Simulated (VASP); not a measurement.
# AlPt (Pm-3m) in VASP: notebook, part 2 of 2

VASP 6.6.1. The steps go on from the part before.

### 4 Single point, r2SCAN

This run uses another cell than the first one, of 14.41 Å³/atom.

Contents of POSCAR:

```
AlPt
1.0
    3.0660908048      0.0000000000      0.0000000000
    0.0000000000      3.0660908048      0.0000000000
    0.0000000000      0.0000000000      3.0660908048
Al Pt
1 1
Direct
    0.0000000000      0.0000000000      0.0000000000
    0.5000000000      0.5000000000      0.5000000000
```

Contents of INCAR.step1:

```
SYSTEM = AlPt
  PREC = Accurate
  ENCUT = 520
  ISMEAR = 0
  SIGMA = 0.1
  LREAL = .FALSE.
  LASPH = .TRUE.
  NELM = 100
  NBANDS = 14
  GGA = PE
  ALGO = Normal
  EDIFF = 1E-4
  LWAVE = .TRUE.
  LCHARG = .FALSE.
```

Contents of INCAR.step2:

```
SYSTEM = AlPt
  PREC = Accurate
  ENCUT = 520
  EDIFF = 1E-6
  ISMEAR = 0
  SIGMA = 0.1
  LREAL = .FALSE.
  LASPH = .TRUE.
  NELM = 100
  ALGO = Normal
  ISIF = 2
  LWAVE = .FALSE.
  LCHARG = .FALSE.
  METAGGA = R2SCAN
  LMIXTAU = .TRUE.
  NBANDS = 14
  ISTART = 1
```

Contents of KPOINTS:

```
Automatic mesh
0
G
  14 14 14
  0 0 0
```

Potentials or basis: VASP PAW PBE potentials, release 64 (Al, Pt).

Run with:

```
cat potpaw_PBE.64/Al/POTCAR potpaw_PBE.64/Pt/POTCAR > POTCAR
cp INCAR.step1 INCAR
mpirun -np 1 vasp_std > vasp.out
cp INCAR.step2 INCAR
mpirun -np 1 vasp_std > vasp.out
```

OUTCAR:

```text
SYSTEM = AlPt
   PREC = Accurate
   ENCUT = 520
   EDIFF = 1E-6
   ISMEAR = 0
   LREAL = .FALSE.
   LASPH = .TRUE.
   NELM = 100
   ISIF = 2
   METAGGA = R2SCAN
   ISTART = 1

 ion  position               nearest neighbor table
   1  0.000  0.000  0.000-   2 2.66   2 2.66   2 2.66   2 2.66   2 2.66   2 2.66   2 2.66   2 2.66

   2  0.500  0.500  0.500-   1 2.66   1 2.66   1 2.66   1 2.66   1 2.66   1 2.66   1 2.66   1 2.66

  LATTYP: Found a simple cubic cell.
 ALAT       =     3.0660908048

  Lattice vectors:

 A1 = (   3.0660908048,   0.0000000000,   0.0000000000)
 A2 = (   0.0000000000,   3.0660908048,   0.0000000000)
 A3 = (   0.0000000000,   0.0000000000,   3.0660908048)

Analysis of symmetry for initial positions (statically):
=====================================================================
 Subroutine PRICEL returns:
 Original cell was already a primitive cell.

 Routine SETGRP: Setting up the symmetry group for a
 simple cubic supercell.

 Subroutine GETGRP returns: Found 48 space group operations
 (whereof 48 operations were pure point group operations)
 out of a pool of 48 trial point group operations.

The static configuration has the point symmetry O_h .

Analysis of symmetry for dynamics (positions and initial velocities):
=====================================================================
 Subroutine PRICEL returns:
 Original cell was already a primitive cell.

 Routine SETGRP: Setting up the symmetry group for a
 simple cubic supercell.

 Subroutine GETGRP returns: Found 48 space group operations
 (whereof 48 operations were pure point group operations)
 out of a pool of 48 trial point group operations.

The dynamic configuration has the point symmetry O_h .

 Subroutine INISYM returns: Found 48 space group operations
 (whereof 48 operations are pure point group operations),
 and found     1 'primitive' translations

----------------------------------------------------------------------------------------

                                     Primitive cell

  volume of cell :      28.8241

[... 119 lines left out ...]
 non-spin polarized calculation
 Gauss-broadening in eV      SIGMA  =   0.10
  energy-cutoff  :      520.00
  volume of cell :       28.82
 maximum number of plane-waves:       804
 NGX is ok and might be reduce to    24
   NGX = 11   NGY = 11   NGZ = 11

 number of electron      12.9999997 magnetization

 Free energy of the ion-electron system (eV)
  ---------------------------------------------------
  ext. energy  EPLUGINS =         0.00000000
  ---------------------------------------------------
  free energy    TOTEN  =       -60.23092544 eV

  energy without entropy =      -60.22703783  energy(sigma->0) =      -60.22898164

 E-fermi :  11.0415     XC(G=0): -13.2651

 val. band max:       10.9971588429   @ k =   0.5000   0.5000   0.2857
 cond. band min:      11.0515706059   @ k =   0.2857   0.0000   0.0000
 fundamental gap:      0.0544117630
 Fermi energy:        11.0415190025

 k-point     1 :       0.0000    0.0000    0.0000
  band No.  band energies     occupation
      1      -1.3466      2.00000
      2       4.9815      2.00000
      3       4.9815      2.00000
      4       8.2083      2.00000
      5       8.2083      2.00000
      6       8.2083      2.00000
      7      15.2497      0.00000
      8      15.2497      0.00000
      9      15.2497      0.00000
     10      20.5531      0.00000
     11      20.5531      0.00000
     12      22.0194      0.00000
     13      29.8417      0.00000
     14      29.8417      0.00000
[... 377 lines left out ...]
      1       1.6959      2.00000
      2       4.6162      2.00000
      3       5.9475      2.00000
      4       6.7756      2.00000
      5       7.0296      2.00000
      6       7.7629      2.00000
      7      10.8669      1.98644
      8      14.7822      0.00000
      9      18.1565      0.00000
     10      19.8378      0.00000
     11      21.9141      0.00000
     12      23.7887      0.00000
     13      25.6882      0.00000
     14      27.2243      0.00000

 [... further k-points ...]

------------------------ aborting loop because EDIFF is reached ----------------------------------------

  FORCE on cell =-STRESS in cart. coord.  units (eV):
  Direction    XX          YY          ZZ          XY          YZ          ZX
  --------------------------------------------------------------------------------------
  -------------------------------------------------------------------------------------
  Total       -0.0316471     -0.0316471     -0.0316471     -0.0000000     -0.0000000      0.0000000
  in kB       -1.7590949     -1.7590949     -1.7590949     -0.0000000     -0.0000000      0.0000000
  external PRESSURE =      -1.7590949 kB  Pullay stress =       0.0000000 kB

 VOLUME and BASIS-vectors are now :
 -----------------------------------------------------------------------------
  energy-cutoff  :      520.00
  volume of cell :       28.82
      direct lattice vectors                 reciprocal lattice vectors
     3.066090805  0.000000000  0.000000000     0.326148201  0.000000000  0.000000000
     0.000000000  3.066090805  0.000000000     0.000000000  0.326148201  0.000000000
     0.000000000  0.000000000  3.066090805     0.000000000  0.000000000  0.326148201

 POSITION                                       TOTAL-FORCE (eV/Angst)
 -----------------------------------------------------------------------------------
      0.00000      0.00000      0.00000         0.000000      0.000000      0.000000
      1.53305      1.53305      1.53305         0.000000      0.000000      0.000000
 -----------------------------------------------------------------------------------
    total drift:                                0.000000     -0.000000     -0.000000

  FREE ENERGIE OF THE ION-ELECTRON SYSTEM (eV)
  ---------------------------------------------------
  free  energy   TOTEN  =       -60.2309254429 eV

  energy  without entropy=      -60.2270378316  energy(sigma->0) =      -60.22898164
```

OSZICAR.step1:

```text
N       E                     dE             d eps       ncg     rms          rms(c)
DAV:   1     0.453108761853E+02    0.45311E+02   -0.55792E+03  3400   0.772E+02
DAV:   2    -0.110479646007E+02   -0.56359E+02   -0.51269E+02  4134   0.166E+02
DAV:   3    -0.122017697996E+02   -0.11538E+01   -0.11484E+01  4176   0.223E+01
DAV:   4    -0.122081103641E+02   -0.63406E-02   -0.63398E-02  4092   0.204E+00
DAV:   5    -0.122081842882E+02   -0.73924E-04   -0.73925E-04  4308   0.218E-01    0.108E+01
DAV:   6    -0.117488820841E+02    0.45930E+00   -0.18692E+00  3696   0.100E+01    0.428E+00
DAV:   7    -0.117022918638E+02    0.46590E-01   -0.49897E-02  3684   0.169E+00    0.251E+00
DAV:   8    -0.116833042641E+02    0.18988E-01   -0.14730E-02  3978   0.885E-01    0.246E-01
DAV:   9    -0.116832761147E+02    0.28149E-04   -0.30738E-04  4112   0.113E-01
   1 F= -.11683276E+02 E0= -.11681196E+02  d E =-.415957E-02
```

Run time: 38 s. Hardware: 1 thread of Intel Xeon 6975P-C (Granite Rapids), shared host; peak memory 0.18 GiB.

Results:

```
Free energy            : -60.2309 eV
Pressure               : -0.2 GPa
Band gap on the k mesh : zero (an odd number of electrons rules out a gap without spin polarisation)
```

Levels at points of the mesh, in eV from the Fermi level:
```
           k point  band 4  band 5  band 6  band 7  band 8  band 9  band 10  band 11
(0.00, 0.00, 0.00)   -2.83   -2.83   -2.83    4.21    4.21    4.21     9.51     9.51
(0.50, 0.00, 0.00)   -4.37   -4.37   -2.62   -0.97    6.34    9.09     9.09    11.18
(0.50, 0.50, 0.00)   -4.01   -3.41   -3.41   -1.52    1.10    3.97     9.31    13.00
(0.50, 0.50, 0.50)   -1.43   -1.43    1.24    1.83    1.83    1.83     5.34     6.49
```

Caveat: the PAW data sets were made with another functional, which shifts forces and pressure a little; spin-orbit coupling is left out, which moves the levels of the heavy elements.

### 5 Single point, r2SCAN

This run uses another cell than the first one, of 14.41 Å³/atom.

POSCAR is that of step 4.

Contents of INCAR.step1:

```
PREC = Accurate
ENCUT = 520
ISMEAR = 0
SIGMA = 0.1
LREAL = F
LASPH = T
NELM = 100
NBANDS = 14
GGA = PE
ALGO = Normal
EDIFF = 1E-4
LWAVE = T
LCHARG = F
```

Contents of INCAR.step2:

```
PREC = Accurate
ENCUT = 520
EDIFF = 1E-6
ISMEAR = 0
SIGMA = 0.1
LREAL = F
LASPH = T
NELM = 100
ALGO = Normal
ISIF = 2
LWAVE = F
LCHARG = T
METAGGA = R2SCAN
LMIXTAU = T
LELF = T
LVHAR = T
NBANDS = 14
ISTART = 1
```

Contents of KPOINTS:

```
regular mesh
0
Gamma
  14 14 14
```

Run with:

```
cat potpaw_PBE.64/Al/POTCAR potpaw_PBE.64/Pt/POTCAR > POTCAR
cp INCAR.step1 INCAR
mpirun -np 1 vasp_std > vasp.out
cp INCAR.step2 INCAR
mpirun -np 1 vasp_std > vasp.out
```

Wall time 37 s (1 thread of Intel Xeon 6975P-C (Granite Rapids), shared host); peak memory 0.18 GiB.

The run converged. Its results:

```yaml
Free_energy: -60.2309 eV
Pressure: -0.2 GPa
Band_gap_on_the_k_mesh: zero (an odd number of electrons rules out a gap without spin polarisation)
```

Levels at points of the mesh, in eV from the Fermi level:
```csv
k point,band 5,band 6,band 7,band 8,band 9,band 10
"(0.00, 0.00, 0.00)",-2.83,-2.83,4.21,4.21,4.21,9.51
"(0.50, 0.00, 0.00)",-4.37,-2.62,-0.97,6.34,9.09,9.09
"(0.50, 0.50, 0.00)",-3.41,-3.41,-1.52,1.10,3.97,9.31
"(0.50, 0.50, 0.50)",-1.43,1.24,1.83,1.83,1.83,5.34
```

Caveat: the PAW data sets were made with another functional, which shifts forces and pressure a little; spin-orbit coupling is left out, which moves the levels of the heavy elements.

### 6 Single point, r2SCAN (14.84 Å³/atom)

This run uses another cell than the first one, of 14.84 Å³/atom.

Contents of POSCAR:

```
AlPt
1.0
    3.0964501139      0.0000000000      0.0000000000
    0.0000000000      3.0964501139      0.0000000000
    0.0000000000      0.0000000000      3.0964501139
Al Pt
1 1
Direct
    0.0000000000      0.0000000000      0.0000000000
    0.5000000000      0.5000000000      0.5000000000
```

Contents of INCAR.step1:

```
ALGO = Normal
EDIFF = 1E-4
ENCUT = 520
GGA = PE
ISMEAR = 0
LASPH = True
LCHARG = False
LREAL = False
LWAVE = True
NBANDS = 14
NELM = 80
PREC = Accurate
SIGMA = 0.1
```

Contents of INCAR.step2:

```
ALGO = Normal
EDIFF = 1E-6
ENCUT = 520
ISIF = 2
ISMEAR = 0
ISTART = 1
LASPH = True
LCHARG = True
LELF = True
LMIXTAU = True
LREAL = False
LVHAR = True
LWAVE = False
METAGGA = R2SCAN
NBANDS = 14
NELM = 80
PREC = Accurate
SIGMA = 0.1
```

Contents of KPOINTS:

```
k-points
0
Gamma
  14 14 14
```

Potentials or basis: VASP PAW PBE potentials, release 64 (Al, Pt).

Run with:

```
cat potpaw_PBE.64/Al/POTCAR potpaw_PBE.64/Pt/POTCAR > POTCAR
cp INCAR.step1 INCAR
mpirun -np 1 vasp_std > vasp.out
cp INCAR.step2 INCAR
mpirun -np 1 vasp_std > vasp.out
```

OUTCAR:

```text
EDIFF = 1E-6
   ENCUT = 520
   ISIF = 2
   ISMEAR = 0
   ISTART = 1
   LASPH = True
   LREAL = False
   METAGGA = R2SCAN
   NELM = 80
   PREC = Accurate

 ion  position               nearest neighbor table
   1  0.000  0.000  0.000-   2 2.68   2 2.68   2 2.68   2 2.68   2 2.68   2 2.68   2 2.68   2 2.68

   2  0.500  0.500  0.500-   1 2.68   1 2.68   1 2.68   1 2.68   1 2.68   1 2.68   1 2.68   1 2.68

  LATTYP: Found a simple cubic cell.
 ALAT       =     3.0964501139

  Lattice vectors:

 A1 = (   3.0964501139,   0.0000000000,   0.0000000000)
 A2 = (   0.0000000000,   3.0964501139,   0.0000000000)
 A3 = (   0.0000000000,   0.0000000000,   3.0964501139)

Analysis of symmetry for initial positions (statically):
=====================================================================
 Subroutine PRICEL returns:
 Original cell was already a primitive cell.

 Routine SETGRP: Setting up the symmetry group for a
 simple cubic supercell.

 Subroutine GETGRP returns: Found 48 space group operations
 (whereof 48 operations were pure point group operations)
 out of a pool of 48 trial point group operations.

The static configuration has the point symmetry O_h .

[... 168 lines left out ...]
 k-point     1 :       0.0000    0.0000    0.0000
  band No.  band energies     occupation
      1      -1.5213      2.00000
      2       4.7609      2.00000
      3       4.7609      2.00000
      4       7.8305      2.00000
      5       7.8305      2.00000
      6       7.8305      2.00000
      7      14.7343      0.00000
      8      14.7343      0.00000
      9      14.7343      0.00000
     10      19.9833      0.00000
     11      19.9833      0.00000
     12      21.1217      0.00000
     13      29.2798      0.00000
     14      29.2798      0.00000
[... 377 lines left out ...]
      1       1.4609      2.00000
      2       4.3647      2.00000
      3       5.6783      2.00000
      4       6.4639      2.00000
      5       6.7059      2.00000
      6       7.4086      2.00000
      7      10.3860      1.99110
      8      14.2213      0.00000
      9      17.6415      0.00000
     10      19.1929      0.00000
     11      21.2429      0.00000
     12      23.1349      0.00000
     13      25.0065      0.00000
     14      26.5162      0.00000

 [... further k-points ...]
[... 5 lines left out ...]
  --------------------------------------------------------------------------------------
  -------------------------------------------------------------------------------------
  Total       -1.0757526     -1.0757526     -1.0757526     -0.0000000      0.0000000     -0.0000000
  in kB      -58.0538076    -58.0538076    -58.0538076     -0.0000000      0.0000000     -0.0000000
  external PRESSURE =     -58.0538076 kB  Pullay stress =       0.0000000 kB

 VOLUME and BASIS-vectors are now :
 -----------------------------------------------------------------------------
  energy-cutoff  :      520.00
  volume of cell :       29.69
      direct lattice vectors                 reciprocal lattice vectors
     3.096450114  0.000000000  0.000000000     0.322950464  0.000000000  0.000000000
     0.000000000  3.096450114  0.000000000     0.000000000  0.322950464  0.000000000
     0.000000000  0.000000000  3.096450114     0.000000000  0.000000000  0.322950464

 POSITION                                       TOTAL-FORCE (eV/Angst)
 -----------------------------------------------------------------------------------
      0.00000      0.00000      0.00000         0.000000      0.000000      0.000000
      1.54823      1.54823      1.54823         0.000000      0.000000      0.000000
 -----------------------------------------------------------------------------------
    total drift:                                0.000000     -0.000000     -0.000000

  FREE ENERGIE OF THE ION-ELECTRON SYSTEM (eV)
  ---------------------------------------------------
  free  energy   TOTEN  =       -60.2143107017 eV

  energy  without entropy=      -60.2106017072  energy(sigma->0) =      -60.21245620
```

Wall time 36 s (1 thread of Intel Xeon 6975P-C (Granite Rapids), shared host); peak memory 0.18 GiB.

What came out:

```yaml
Free_energy: -60.2143 eV
Pressure: -5.8 GPa
Band_gap_on_the_k_mesh: zero (an odd number of electrons rules out a gap without spin polarisation)
```

Levels at points of the mesh, in eV from the Fermi level:
| k point | band 3 | band 4 | band 5 | band 6 | band 7 | band 8 | band 9 | band 10 | band 11 | band 12 |
| --- | --- | --- | --- | --- | --- | --- | --- | --- | --- | --- |
| (0.00, 0.00, 0.00) | -5.81 | -2.74 | -2.74 | -2.74 | 4.16 | 4.16 | 4.16 | 9.41 | 9.41 | 10.55 |
| (0.50, 0.00, 0.00) | -5.18 | -4.21 | -4.21 | -2.54 | -0.96 | 6.42 | 9.02 | 9.02 | 10.89 | 10.89 |
| (0.50, 0.50, 0.00) | -3.86 | -3.86 | -3.28 | -3.28 | -1.49 | 1.03 | 3.75 | 9.15 | 12.90 | 12.90 |
| (0.50, 0.50, 0.50) | -6.72 | -1.41 | -1.41 | 1.13 | 1.88 | 1.88 | 1.88 | 5.12 | 6.30 | 6.30 |

Caveat: the cell stands under tension; the PAW data sets were made with another functional, which shifts forces and pressure a little; spin-orbit coupling is left out, which moves the levels of the heavy elements.

### 7 The runs side by side

```tsv
cell	gap on the mesh (eV)	pressure (GPa)
a = 3.003 Å, 2 atoms	none	14.5
a = 3.035 Å, 2 atoms	none	6.5
a = 3.066 Å, 2 atoms	none	-0.2
a = 3.096 Å, 2 atoms	none	-5.8
```

Alike in all rows: task single point; level r2SCAN; potentials or basis VASP PAW PBE potentials, release 64 (Al, Pt); no spin polarisation; k mesh 14 × 14 × 14; cutoff (eV) 520; smearing gaussian 0.1 eV.

Caveats: the PAW data sets were made with another functional, which shifts forces and pressure a little; spin-orbit coupling is left out, which moves the levels of the heavy elements; the cell stands under pressure (at least some runs); the cell stands under tension (at least some runs).

Absolute energies hang on the potentials; compare differences alone.
